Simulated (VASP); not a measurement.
A run of VASP 6.6.1 is set up as follows.

File INCAR:

```
SYSTEM = BeCdS4
  PREC = Accurate
  ENCUT = 630
  EDIFF = 1E-6
  ISMEAR = 0
  SIGMA = 0.2
  LREAL = .FALSE.
  LASPH = .TRUE.
  NELM = 120
  ALGO = Normal
  ISIF = 2
  LWAVE = .FALSE.
  LCHARG = .FALSE.
  GGA = PE
  NBANDS = 32
  GGA_COMPAT = .FALSE.
```

The input KPOINTS:

```
regular mesh
0
G
  4 4 4
  0 0 0
```

File POSCAR:

```
BeCdS4
1.0
    2.5431212981     -4.2190705543      0.0000000000
    2.5431212981      4.2190705543      0.0000000000
    0.0000000000      0.0000000000      6.3831414666
Be Cd S
1 1 4
Direct
    0.5000000000      0.5000000000      0.5000000000
    0.0000000000      0.0000000000      0.0000000000
    0.8170726580      0.5550317295      0.7387457957
    0.1829273420      0.4449682705      0.7387457957
    0.4449682705      0.1829273420      0.2612542043
    0.5550317295      0.8170726580      0.2612542043
```

Potentials or basis: VASP PAW PBE potentials, release 64 (Be, Cd_sv_GW, S).

Run with:

```bash
$ cat potpaw_PBE.64/Be/POTCAR potpaw_PBE.64/Cd_sv_GW/POTCAR potpaw_PBE.64/S/POTCAR > POTCAR
$ mpirun -np 1 vasp_std > vasp.out
```

**Question.** What does it give for the pressure?

**Answer.** -0.1 GPa.

**Question.** Estimate the band gap on the k mesh.

**Answer.** 0.79 eV (least direct gap 0.99 eV).

**Question.** Estimate the largest force.

**Answer.** 0.107 eV/Å.

Stress tensor (GPa, compression positive):
```
-0.07  0.00  0.00
 0.00 -0.32  0.00
 0.00  0.00  0.18
```

A k mesh can miss the band edges.
